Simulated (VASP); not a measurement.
# MgO (P6_3mc) in VASP: notebook

Runs on MgO. Level: PBE. Tasks: single point.

All numbers are computed with VASP 6.6.1; they aren't measurements. Logs are shortened: lines on timing, memory, paths and dates and some standing lists are left out, and cuts for length are marked.

### 1 The cell of the first run

It takes space group P6_3mc (No. 186, hexagonal). The conventional cell has a = 3.180 Å, b = 3.180 Å, c = 5.567 Å, α = 90.00°, β = 90.00°, γ = 120.00°. Mg (site symmetry 3m) has 4 O at 1.89 to 2.35 Å within 2.5 Å. Within 2.5 Å of O (site symmetry 3m) lie 4 Mg at 1.89 to 2.35 Å.

### 2 Single point, PBE

The input, INCAR:

```
SYSTEM = MgO
PREC = Accurate
ENCUT = 520
EDIFF = 1E-6
ISMEAR = 0
SIGMA = 0.05
LREAL = .False.
LASPH = .True.
NELM = 80
ALGO = Normal
ISIF = 2
LWAVE = .False.
LCHARG = .True.
GGA = PE
LELF = .True.
LVHAR = .True.
NBANDS = 16
```

The input, KPOINTS:

```
Automatic mesh
0
Gamma
  9 9 6
  0 0 0
```

The input, POSCAR:

```
MgO
1.0
    3.1798172993      0.0000000000      0.0000000000
   -1.5899086497      2.7538025606      0.0000000000
    0.0000000000      0.0000000000      5.5672241276
Mg O
2 2
Direct
    0.3333333333      0.6666666667     -0.0229692219
    0.6666666667      0.3333333333      0.4770307781
    0.3333333333      0.6666666667      0.3982811987
    0.6666666667      0.3333333333      0.8982811987
```

Potentials or basis: VASP PAW PBE potentials, release 64 (Mg, O).

Started as:

```
cat potpaw_PBE.64/Mg/POTCAR potpaw_PBE.64/O/POTCAR > POTCAR
mpirun -np 1 vasp_std > vasp.out
```

OUTCAR:

```text
SYSTEM = MgO
   PREC = Accurate
   ENCUT = 520
   EDIFF = 1E-6
   ISMEAR = 0
   LREAL = .False.
   LASPH = .True.
   NELM = 80
   ISIF = 2
   GGA = PE

 ion  position               nearest neighbor table
   1  0.333  0.667  0.977-   4 1.89   4 1.89   4 1.89   3 2.35   2 3.33   2 3.33   2 3.33   2 3.33
                             2 3.33   2 3.33
   2  0.667  0.333  0.477-   3 1.89   3 1.89   3 1.89   4 2.35   1 3.33   1 3.33   1 3.33   1 3.33
                             1 3.33   1 3.33
   3  0.333  0.667  0.398-   2 1.89   2 1.89   2 1.89   1 2.35
   4  0.667  0.333  0.898-   1 1.89   1 1.89   1 1.89   2 2.35

  LATTYP: Found a hexagonal cell.
 ALAT       =     3.1798172993
 C/A-ratio  =     1.7508000000

  Lattice vectors:

 A1 = (   3.1798172993,   0.0000000000,   0.0000000000)
 A2 = (  -1.5899086497,   2.7538025606,   0.0000000000)
 A3 = (   0.0000000000,   0.0000000000,   5.5672241276)

Analysis of symmetry for initial positions (statically):
=====================================================================
 Subroutine PRICEL returns:
 Original cell was already a primitive cell.

 Routine SETGRP: Setting up the symmetry group for a
 hexagonal supercell.

 Subroutine GETGRP returns: Found 12 space group operations
 (whereof  6 operations were pure point group operations)
 out of a pool of 24 trial point group operations.

The static configuration has the point symmetry C_3v.
 The point group associated with its full space group is C_6v.

Analysis of symmetry for dynamics (positions and initial velocities):
=====================================================================
 Subroutine PRICEL returns:
 Original cell was already a primitive cell.

 Routine SETGRP: Setting up the symmetry group for a
 hexagonal supercell.

 Subroutine GETGRP returns: Found 12 space group operations
 (whereof  6 operations were pure point group operations)
 out of a pool of 24 trial point group operations.

The dynamic configuration has the point symmetry C_3v.
 The point group associated with its full space group is C_6v.

 Subroutine INISYM returns: Found 12 space group operations
 (whereof  6 operations are pure point group operations),
 and found     1 'primitive' translations

----------------------------------------------------------------------------------------

                                     Primitive cell

  volume of cell :      48.7499

  direct lattice vectors                    reciprocal lattice vectors
     3.179817299  0.000000000  0.000000000     0.314483477  0.181567120  0.000000000
[... 96 lines left out ...]
   ISIF   =      2    stress and relaxation
   ISYM   =      2    0-nonsym 1-usesym 2-fastsym
   POTIM  = 0.5000    time-step for ionic-motion
   TEBEG  =    0.0;   TEEND  =   0.0 temperature during run
   PSTRESS=    0.0 pullay stress
   NELECT =      16.0000    total number of electrons
   NUPDOWN=      -1.0000    fix difference up-down
   EMIN   =  10.00;   EMAX   =-10.00  energy-range for DOS
   EFERMI =   0.00;   METHOD = LEGACY
   ISMEAR =     0;   SIGMA  =   0.05  broadening in eV -4-tet -1-fermi 0-gaus
   EFERMI_NEDOS =   21; number of points for ismear=-14 and -15
   IALGO  =     38    algorithm
   IMIX   =      4    mixing-type and parameters
     AMIX     =   0.40;   BMIX     =  1.00
     AMIX_MAG =   1.60;   BMIX_MAG =  1.00
  volume/ion in A,a.u.               =      12.19        82.25
  Fermi-wavevector in a.u.,A,eV,Ry     =   1.129250  2.133974 17.350238  1.275207
  Thomas-Fermi vector in A             =   2.265943
   LORBIT       =      0    0 simple, 1 ext, 2 COOP (PROOUT), +10 PAW based schemes
   GGA     = PE    functional components
   LHFCALC =     F    Hartree Fock is set to
   AEXX    =    0.0000 exact exchange contribution
   IVDW    =     0    specifies the selected vdW correction
   LEPSILON=     F    determine dielectric tensor
   LRPA    =     F    only Hartree local field effects (RPA)
 non-spin polarized calculation
 Gauss-broadening in eV      SIGMA  =   0.05
  energy-cutoff  :      520.00
  volume of cell :       48.75
 maximum number of plane-waves:      1326
 NGX is ok and might be reduce to    24

 number of electron      16.0000002 magnetization

 Free energy of the ion-electron system (eV)
  ---------------------------------------------------
  ext. energy  EPLUGINS =         0.00000000
  ---------------------------------------------------
  free energy    TOTEN  =       -22.94675101 eV

  energy without entropy =      -22.94675101  energy(sigma->0) =      -22.94675101

 E-fermi :   1.0891     XC(G=0):  -9.5687

 val. band max:        0.7799491748   @ k =   0.0000   0.0000   0.0000
 cond. band min:       4.1517169670   @ k =   0.0000   0.0000   0.0000
 fundamental gap:      3.3717677922
 Fermi energy:         1.0891075558

 k-point     1 :       0.0000    0.0000    0.0000
  band No.  band energies     occupation
      1     -15.2732      2.00000
      2     -14.7552      2.00000
      3      -2.3498      2.00000
      4       0.3196      2.00000
      5       0.3196      2.00000
      6       0.4835      2.00000
[... 433 lines left out ...]
      3      -1.6243      2.00000
      4      -1.1334      2.00000
      5      -1.1334      2.00000
      6      -0.7978      2.00000
[... 8 lines left out ...]
     15      13.9701      0.00000
     16      18.9412      0.00000

 [... further k-points ...]

------------------------ aborting loop because EDIFF is reached ----------------------------------------

  FORCE on cell =-STRESS in cart. coord.  units (eV):
  Direction    XX          YY          ZZ          XY          YZ          ZX
  --------------------------------------------------------------------------------------
  -------------------------------------------------------------------------------------
  Total        5.1445934      5.1445934     -3.2510908     -0.0000000      0.0000000      0.0000000
  in kB      169.0783352    169.0783352   -106.8479048     -0.0000000      0.0000000      0.0000000
  external PRESSURE =      77.1029219 kB  Pullay stress =       0.0000000 kB

 VOLUME and BASIS-vectors are now :
 -----------------------------------------------------------------------------
  energy-cutoff  :      520.00
  volume of cell :       48.75
      direct lattice vectors                 reciprocal lattice vectors
     3.179817299  0.000000000  0.000000000     0.314483477  0.181567120  0.000000000
    -1.589908650  2.753802561  0.000000000     0.000000000  0.363134240  0.000000000
     0.000000000  0.000000000  5.567224128     0.000000000  0.000000000  0.179622731

 POSITION                                       TOTAL-FORCE (eV/Angst)
 -----------------------------------------------------------------------------------
     -0.00000      1.83587      5.43935        -0.000000      0.000000      1.023084
      1.58991      0.91793      2.65574         0.000000     -0.000000      1.023084
     -0.00000      1.83587      2.21732        -0.000000     -0.000000     -1.023084
      1.58991      0.91793      5.00093        -0.000000      0.000000     -1.023084
 -----------------------------------------------------------------------------------
    total drift:                               -0.000000      0.000000     -0.000619

  FREE ENERGIE OF THE ION-ELECTRON SYSTEM (eV)
  ---------------------------------------------------
  free  energy   TOTEN  =       -22.9467510133 eV

  energy  without entropy=      -22.9467510133  energy(sigma->0) =      -22.94675101
```

stdout:

```text
POSCAR found type information on POSCAR MgO
 POSCAR found :  2 types and       4 ions
 scaLAPACK will be used
 LDA part: xc-table for (Slater+PW92), standard interpolation
 POSCAR, INCAR and KPOINTS ok, starting setup
 FFT: planning ... GRIDC
 FFT: planning ... GRID_SOFT
 FFT: planning ... GRID
 WAVECAR not read
 entering main loop
```

It took 35 s on 1 thread of Intel Xeon 8259CL, shared host; peak memory 0.18 GiB.

Results:

```
Free energy            : -22.9468 eV
Pressure               : 7.7 GPa
Largest force          : 1.023 eV/Å
Band gap on the k mesh : 3.37 eV
```

Forces in eV/Å, atoms in the order of the input:
```
Mg   0.000  0.000  1.023
Mg   0.000  0.000  1.023
O    0.000  0.000 -1.023
O    0.000  0.000 -1.023
```

Stress tensor (GPa, compression positive):
```
 16.91   0.00   0.00
  0.00  16.91   0.00
  0.00   0.00 -10.68
```

Levels at points of the mesh, in eV from the valence-band top:
```tsv
k point	band 5	band 6	band 7	band 8	band 9	band 10	band 11	band 12
(0.00, 0.00, 0.00)	-0.46	-0.30	-0.30	0.00	3.37	8.89	9.30	14.85
(0.00, 0.00, 0.50)	-0.38	-0.38	-0.38	-0.38	5.86	5.86	12.25	12.25
```

Caveat: the cell stands under pressure; an odd mesh through Γ misses points on the zone boundary, where band edges can lie; forces of over 1 eV/Å act on the atoms, so gaps and moduli don't describe the material at rest.

### 3 Single point, PBE

This run uses another cell than the first one, of the same volume but with other edges.

The input, INCAR:

```
SYSTEM = MgO
  PREC = Accurate
  ENCUT = 520
  EDIFF = 1E-6
  ISMEAR = 0
  SIGMA = 0.05
  LREAL = .FALSE.
  LASPH = .TRUE.
  NELM = 80
  ALGO = Normal
  ISIF = 2
  LWAVE = .FALSE.
  LCHARG = .FALSE.
  GGA = PE
  NBANDS = 16
```

The input, KPOINTS:

```
regular mesh
0
G
  9 9 6
  0 0 0
```

The input, POSCAR:

```
MgO
1.0
    3.5712471184      0.0000000000      0.0000000000
   -1.7856235592      3.0927907277      0.0000000000
    0.0000000000      0.0000000000      4.4137043136
Mg O
2 2
Direct
    0.3333333333      0.6666666667     -0.0132065475
    0.6666666667      0.3333333333      0.4867934525
    0.3333333333      0.6666666667      0.3982811987
    0.6666666667      0.3333333333      0.8982811987
```

Potentials or basis: VASP PAW PBE potentials, release 64 (Mg, O).

Started as:

```
cat potpaw_PBE.64/Mg/POTCAR potpaw_PBE.64/O/POTCAR > POTCAR
mpirun -np 1 vasp_std > vasp.out
```

OUTCAR:

```text
SYSTEM = MgO
   PREC = Accurate
   ENCUT = 520
   EDIFF = 1E-6
   ISMEAR = 0
   LREAL = .FALSE.
   LASPH = .TRUE.
   NELM = 80
   ISIF = 2
   GGA = PE

 ion  position               nearest neighbor table
   1  0.333  0.667  0.987-   3 1.82   4 2.10   4 2.10   4 2.10   3 2.60   2 3.02   2 3.02   2 3.02
                             2 3.02   2 3.02   2 3.02
   2  0.667  0.333  0.487-   4 1.82   3 2.10   3 2.10   3 2.10   4 2.60   1 3.02   1 3.02   1 3.02
                             1 3.02   1 3.02   1 3.02
   3  0.333  0.667  0.398-   1 1.82   2 2.10   2 2.10   2 2.10   1 2.60
   4  0.667  0.333  0.898-   2 1.82   1 2.10   1 2.10   1 2.10   2 2.60

  LATTYP: Found a hexagonal cell.
 ALAT       =     3.5712471184
 C/A-ratio  =     1.2359000000

  Lattice vectors:

 A1 = (   3.5712471184,   0.0000000000,   0.0000000000)
 A2 = (  -1.7856235592,   3.0927907277,   0.0000000000)
 A3 = (   0.0000000000,   0.0000000000,   4.4137043136)

Analysis of symmetry for initial positions (statically):
=====================================================================
 Subroutine PRICEL returns:
 Original cell was already a primitive cell.

 Routine SETGRP: Setting up the symmetry group for a
 hexagonal supercell.

[... 177 lines left out ...]
 fundamental gap:      3.0942619483
 Fermi energy:         1.4255627997

 k-point     1 :       0.0000    0.0000    0.0000
  band No.  band energies     occupation
      1     -15.2082      2.00000
      2     -14.1446      2.00000
      3      -1.8600      2.00000
      4      -0.1337      2.00000
      5      -0.1337      2.00000
      6       0.5927      2.00000
[... 433 lines left out ...]
      3      -1.7599      2.00000
      4      -1.2487      2.00000
      5      -1.2487      2.00000
      6       0.1436      2.00000
[... 8 lines left out ...]
     15      14.8275      0.00000
     16      16.9672      0.00000

 [... further k-points ...]

------------------------ aborting loop because EDIFF is reached ----------------------------------------

  FORCE on cell =-STRESS in cart. coord.  units (eV):
  Direction    XX          YY          ZZ          XY          YZ          ZX
  --------------------------------------------------------------------------------------
  -------------------------------------------------------------------------------------
  Total       -2.9191599     -2.9191599      6.8442967      0.0000000     -0.0000000      0.0000000
  in kB      -95.9389136    -95.9389136    224.9395074      0.0000000     -0.0000000      0.0000000
  external PRESSURE =      11.0205601 kB  Pullay stress =       0.0000000 kB

 VOLUME and BASIS-vectors are now :
 -----------------------------------------------------------------------------
  energy-cutoff  :      520.00
  volume of cell :       48.75
      direct lattice vectors                 reciprocal lattice vectors
     3.571247118  0.000000000  0.000000000     0.280014227  0.161666289  0.000000000
    -1.785623559  3.092790728  0.000000000     0.000000000  0.323332578  0.000000000
     0.000000000  0.000000000  4.413704314     0.000000000  0.000000000  0.226567058

 POSITION                                       TOTAL-FORCE (eV/Angst)
 -----------------------------------------------------------------------------------
     -0.00000      2.06186      4.35541        -0.000000      0.000000     -2.433795
      1.78562      1.03093      2.14856        -0.000000      0.000000     -2.433795
     -0.00000      2.06186      1.75790         0.000000      0.000000      2.433795
      1.78562      1.03093      3.96475         0.000000      0.000000      2.433795
 -----------------------------------------------------------------------------------
    total drift:                               -0.000000      0.000000     -0.000840

  FREE ENERGIE OF THE ION-ELECTRON SYSTEM (eV)
  ---------------------------------------------------
  free  energy   TOTEN  =       -22.9948199140 eV

  energy  without entropy=      -22.9948199140  energy(sigma->0) =      -22.99481991
```

stdout:

```text
POSCAR found type information on POSCAR MgO
 POSCAR found :  2 types and       4 ions
 scaLAPACK will be used
 LDA part: xc-table for (Slater+PW92), standard interpolation
 POSCAR, INCAR and KPOINTS ok, starting setup
 FFT: planning ... GRIDC
 FFT: planning ... GRID_SOFT
 FFT: planning ... GRID
 WAVECAR not read
 entering main loop
```

Run time: 44 s. Hardware: 1 thread of Intel Xeon 8259CL, shared host; peak memory 0.19 GiB.

What came out:

| Item | Value |
| --- | --- |
| Free energy | -22.9948 eV |
| Pressure | 1.1 GPa |
| Largest force | 2.434 eV/Å |
| Band gap on the k mesh | 3.09 eV |

Forces in eV/Å, atoms in the order of the input:
```
Mg   0.000  0.000 -2.434
Mg   0.000  0.000 -2.434
O    0.000  0.000  2.434
O    0.000  0.000  2.434
```

Stress tensor (GPa, compression positive):
```
-9.59  0.00  0.00
 0.00 -9.59  0.00
 0.00  0.00 22.49
```

Caveat: an odd mesh through Γ misses points on the zone boundary, where band edges can lie; forces of over 1 eV/Å act on the atoms, so gaps and moduli don't describe the material at rest.

(Continued in part 2 of 2.)
